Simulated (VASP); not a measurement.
## InF7: relaxation of cell and atoms with PBE

InF7:

```
In F
1.0
     0.00000    3.44187    3.44187
     3.44187    0.00000    3.44187
     3.44187    3.44187    0.00000
In F
1 7
Direct
  0.00000 0.00000 0.00000
  0.00000 0.00000 0.50000
  0.50000 0.00000 0.50000
  0.00000 0.50000 0.50000
  0.50000 0.50000 0.00000
  0.00000 0.50000 0.00000
  0.50000 0.00000 0.00000
  0.50000 0.50000 0.50000
```

The cell was built from a structure type or drawn by symmetry, and may not be a known phase.

```
Program                : VASP 6.6.1
Task                   : relaxation of cell and atoms
Functional             : PBE
Potentials or basis    : VASP PAW PBE potentials, release 64 (In_d, F)
Cutoff                 : 600 eV
k mesh                 : 10 × 10 × 10
Occupations            : gaussian, width 0.1 eV
Spin                   : no spin polarisation
Dipole correction      : no
Further INCAR settings : ALGO = Normal; EDIFF = 1e-06; IBRION = 2; EDIFFG = -0.01; NSW = 100; ISIF = 3
```

```
Relaxed volume                        : 10.14 Å³/atom
Relaxed cell                          : a = 4.860 Å, b = 4.860 Å, c = 4.860 Å, α = 60.00°, β = 60.00°, γ = 60.00°
Space group after relaxing (to 0.1 Å) : Fm-3m (No. 225)
Energy gained by relaxing             : 0.1 meV/atom
Ionic steps                           : 2
Pressure after relaxing               : -0.1 GPa
Band gap on the k mesh                : zero (bands 31 and 32 overlap by 0.54 eV)
```

The path:
```tsv
step	energy change (eV)	largest force (eV/Å)	pressure (GPa)	volume (Å³)
1	0.0000	0.0000	-0.53	81.55
2	-0.0008	0.0000	-0.08	81.15
```

Final structure:
```
In F
1.0
     0.00000    3.43625    3.43625
     3.43625    0.00000    3.43625
     3.43625    3.43625    0.00000
In F
1 7
Direct
  0.00000 0.00000 0.00000
  0.00000 0.00000 0.50000
  0.50000 0.00000 0.50000
  0.00000 0.50000 0.50000
  0.50000 0.50000 0.00000
  0.00000 0.50000 0.00000
  0.50000 0.00000 0.00000
  0.50000 0.50000 0.50000
```

Levels at points of the mesh, in eV from the Fermi level:
```csv
k point,band 28,band 29,band 30,band 31,band 32,band 33,band 34,band 35
"(0.00, 0.00, 0.00)",-0.08,0.10,0.10,0.37,0.37,0.37,1.01,12.65
"(0.50, 0.00, 0.00)",-0.48,-0.37,-0.03,-0.03,0.25,0.25,3.96,9.10
"(0.50, 0.50, 0.00)",-0.27,-0.27,-0.10,-0.08,-0.08,0.08,4.72,8.95
```

It took 3.2 min on 1 thread of Intel(R) Xeon(R) 6975P-C (Granite Rapids) (shared host), peak memory 0.32 GiB.

Caveat: spin-orbit coupling is left out, which moves the levels of the heavy elements.
